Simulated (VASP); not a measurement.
LiH3:

```
Li H
1.0
     4.66183    0.00000    0.00000
    -2.33092    4.03726    0.00000
     0.00000    0.00000    3.74898
Li H
2 6
Direct
  0.33333 0.66667 0.16667
  0.66667 0.33333 0.66667
  0.33333 0.40807 0.42527
  0.07473 0.66667 0.42527
  0.59193 0.92527 0.42527
  0.66667 0.07473 0.92527
  0.40807 0.33333 0.92527
  0.92527 0.59193 0.92527
```

The cell was built from a structure type or drawn by symmetry, and may not be a known phase.

```yaml
Program: VASP 6.6.1
Task: relaxation of cell and atoms
Functional: PBE
Potentials_or_basis: VASP PAW PBE potentials, release 64 (Li_sv, H)
Cutoff: 600 eV
k_mesh: 6 × 6 × 4
Occupations: gaussian, width 0.1 eV
Spin: no spin polarisation
```

At the start: pressure -0.0 GPa; volume 8.82 Å³/atom.

Q: How do energy, volume and symmetry change on relaxing?

A: Over 12 steps the energy falls by 621.1 meV/atom and the volume is 7.32 Å³/atom (-17.1 %); space group P31c (No. 159, to 0.1 Å) before and after.

Step by step:
| step | energy change (eV) | largest force (eV/Å) | pressure (GPa) | volume (Å³) |
| --- | --- | --- | --- | --- |
| 1 | 0.0000 | 2.7979 | -0.03 | 70.56 |
| 2 | -1.2819 | 1.2745 | -3.46 | 70.51 |
| 3 | -2.4867 | 0.2043 | -5.60 | 70.26 |
| 4 | -3.1710 | 1.2865 | -3.94 | 69.11 |
| 5 | -4.4826 | 0.5826 | -3.54 | 65.13 |
| 6 | -4.6180 | 0.3654 | -3.33 | 63.85 |
| 7 | -4.9496 | 0.0766 | -1.86 | 61.01 |
| 8 | -4.9428 | 0.1517 | -0.82 | 60.27 |
| 9 | -4.9527 | 0.0975 | -1.59 | 60.81 |
| 10 | -4.9644 | 0.0445 | -0.66 | 59.52 |
| 11 | -4.9656 | 0.0303 | -0.25 | 58.99 |
| 12 | -4.9691 | 0.0204 | -0.13 | 58.52 |

Final structure:
```cif
data_structure
_symmetry_space_group_name_H-M 'P 1'
_symmetry_Int_Tables_number 1
_cell_length_a 5.3056
_cell_length_b 5.3056
_cell_length_c 2.4006
_cell_angle_alpha 90.000
_cell_angle_beta 90.000
_cell_angle_gamma 120.000
_cell_volume 58.52
loop_
_atom_site_label
_atom_site_type_symbol
_atom_site_fract_x
_atom_site_fract_y
_atom_site_fract_z
_atom_site_occupancy
Li1 Li 0.33333 0.66667 0.81745 1
Li2 Li 0.66667 0.33333 0.31745 1
H1 H 0.32825 0.32953 0.54167 1
H2 H 0.00128 0.67175 0.54167 1
H3 H 0.67047 0.99872 0.54167 1
H4 H 0.67175 0.00128 0.04167 1
H5 H 0.32953 0.32825 0.04167 1
H6 H 0.99872 0.67047 0.04167 1
```

Caveat: the k points lie up to 0.65 Å⁻¹ apart in the final cell, too coarse for converged energies and pressures of a metal; the cutoff is under 1.25 times the usual one of these potentials, so pressure, stress and relaxed cells hold a basis-set (Pulay) error; the volume moved by over 15 % at a fixed basis, so the end points are rough.
